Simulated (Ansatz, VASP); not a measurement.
Au: VASP beside Ansatz

Contents of POSCAR:

```
Au
1.0
    0.0000000000      2.0719870000      2.0719870000
    2.0719870000      0.0000000000      2.0719870000
    2.0719870000      2.0719870000      0.0000000000
Au
1
Direct
    0.0000000000      0.0000000000      0.0000000000
```

Contents of INCAR.step1:

```
  PREC = Accurate
  ENCUT = 550
  ISMEAR = -1
  SIGMA = 0.0974
  LREAL = F
  LASPH = T
  NELM = 120
  GGA = PE
  ALGO = Normal
  EDIFF = 1E-5
  LWAVE = T
  LCHARG = F
  GGA_COMPAT = F
  IBRION = 2
  ISIF = 3
  EDIFFG = -0.005
  NELMIN = 4
  NSW = 100
```

The input INCAR.step2:

```
  PREC = Accurate
  ENCUT = 550
  EDIFF = 1E-7
  ISMEAR = -1
  SIGMA = 0.0974
  LREAL = F
  LASPH = T
  NELM = 120
  ALGO = Normal
  ISIF = 3
  LWAVE = F
  LCHARG = F
  METAGGA = R2SCAN
  LMIXTAU = T
  IBRION = 2
  NSW = 60
  EDIFFG = -0.02
  ISTART = 1
  GGA_COMPAT = F
  NELMIN = 4
```

File KPOINTS:

```
Automatic mesh
0
Gamma
  7 7 7
```

Input for Ansatz:

```yaml
crystal:
  lattice:
    - [0.0, 2.071987, 2.071987]
    - [2.071987, 0.0, 2.071987]
    - [2.071987, 2.071987, 0.0]
  atoms:
    - { symbol: Au, position: [0.0, 0.0, 0.0] }
  symmetry: { tolerance: 0.0003 }
kpoints:
  mp_grid: { grid: [7, 7, 7], shift: [0, 0, 0] }
magnetization:
  spin_polarized: false
scf:
  occupations: { method: fermi_dirac, width: 0.0974 }
  mixing: { preconditioner: resta }
hamiltonian:
  pseudopotentials: { kind: paw }
  xc: r2scan
basis:
  ecutwfc: 500
output:
  forces: true
  stress: true
  eigenvalues: true
relax:
  max_steps: 40
  cell: {}
  f_tol: 0.02
  max_displacement: 0.5
```

Alike in both runs: task relaxation of cell and atoms; functional r2SCAN; k mesh 7 × 7 × 7; occupations fermi-dirac, width 0.0974 eV; no spin polarisation.

|  | VASP | Ansatz |
| --- | --- | --- |
| version | VASP 6.6.1 | Ansatz 0.2.0 |
| potentials or method | VASP PAW PBE potentials, release 64 (Au), cutoff 550 eV | PAW plane waves |
| valence electrons in the cell | 11 | 19 |

|  | VASP | Ansatz | Ansatz less VASP |
| --- | --- | --- | --- |
| gap on the k mesh at the Fermi level, each at its own relaxed structure (eV) | none | none | - |
| relaxed volume (Å³/atom) | 17.53 | 17.50 | -0.031 |
| relaxed cell length with the largest relative difference (Å) | 2.916 | 2.914 | -0.0017 |

VASP's potentials were made for PBE, not for r2SCAN. A gap of «none» marks a metal or a gap that the smearing closes. VASP's potentials hold 11 valence electrons a cell and Ansatz's 19, so a difference there can come from the potentials and not from the codes.

The k mesh is coarse, so the values compare programs but aren't converged. Spin-orbit coupling is off throughout.
